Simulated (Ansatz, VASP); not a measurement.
**Two plane-wave programs on Nb3GaSe2**

INCAR

```
ALGO = Normal
EDIFF = 1E-7
ENCUT = 520
GGA = PE
ISIF = 2
ISMEAR = 0
LASPH = True
LCHARG = True
LELF = True
LREAL = False
LVHAR = True
LWAVE = False
NBANDS = 41
NELM = 60
PREC = Accurate
SIGMA = 0.1
```

KPOINTS

```
k-points
0
Gamma
  6 6 2
```

POSCAR

```
Nb3GaSe2
1.0
    3.3865972800      0.0000000000      0.0000000000
    0.0000000000      3.3865972800      0.0000000000
    0.0000000000      0.0000000000     10.1249377700
Nb Ga Se
3 1 2
Direct
    0.5000000000      0.5000000000      0.1837450000
    0.5000000000      0.5000000000      0.5000000000
    0.5000000000      0.5000000000      0.8162550000
    0.0000000000      0.0000000000      0.0000000000
    0.0000000000      0.0000000000      0.3342649900
    0.0000000000      0.0000000000      0.6657350100
```

Input for Ansatz:

```yaml
crystal:
  lattice:
    - [3.38659728, 0.0, 0.0]
    - [0.0, 3.38659728, 0.0]
    - [0.0, 0.0, 10.12493777]
  atoms:
    - { symbol: Nb, position: [0.5, 0.5, 0.183745] }
    - { symbol: Nb, position: [0.5, 0.5, 0.5] }
    - { symbol: Nb, position: [0.5, 0.5, 0.816255] }
    - { symbol: Ga, position: [0.0, 0.0, 0.0] }
    - { symbol: Se, position: [0.0, 0.0, 0.33426499] }
    - { symbol: Se, position: [0.0, 0.0, 0.66573501] }
basis:
  ecutwfc: 420
kpoints:
  mp_grid: { grid: [6, 6, 2] }
hamiltonian:
  xc: pbe
scf:
  occupations: { method: gaussian, width: 0.1 }
  lower_state_search: "off"
output:
  forces: true
  stress: true
  eigenvalues: true
```

Change from the starting cell: species swapped into the Al3Ni2Pt type (P4/mmm, No. 123).

Alike in both runs: task single point; functional PBE; k mesh 6 × 6 × 2; occupations gaussian, width 0.1 eV; no spin polarisation.

|  | VASP | Ansatz |
| --- | --- | --- |
| version | VASP 6.6.1 | Ansatz 0.2.0 |
| potentials or method | VASP PAW PBE potentials, release 64 (Nb_sv, Ga_d, Se), cutoff 520 eV | scalar-relativistic, plane waves, PAW |
| valence electrons in the cell | 64 | 84 |

|  | VASP | Ansatz | Ansatz less VASP |
| --- | --- | --- | --- |
| gap on the k mesh at the Fermi level (eV) | none | none | - |
| pressure (GPa) | -14.3 | -14.2 | +0.07 |
| traceless stress, the component that is largest in VASP (GPa) | 4.30 | 4.29 | -0.005 |
| rms of the force components (eV/Å) | 0.183 | 0.186 | +0.0029 |

Atom by atom the forces differ by 0.003 eV/Å (rms over components). A gap of «none» marks a metal or a gap that the smearing closes. The functional is the same, so the differences come from potentials, cutoffs and numerics. VASP's potentials hold 64 valence electrons a cell and Ansatz's 84, so a difference there can come from the potentials and not from the codes.
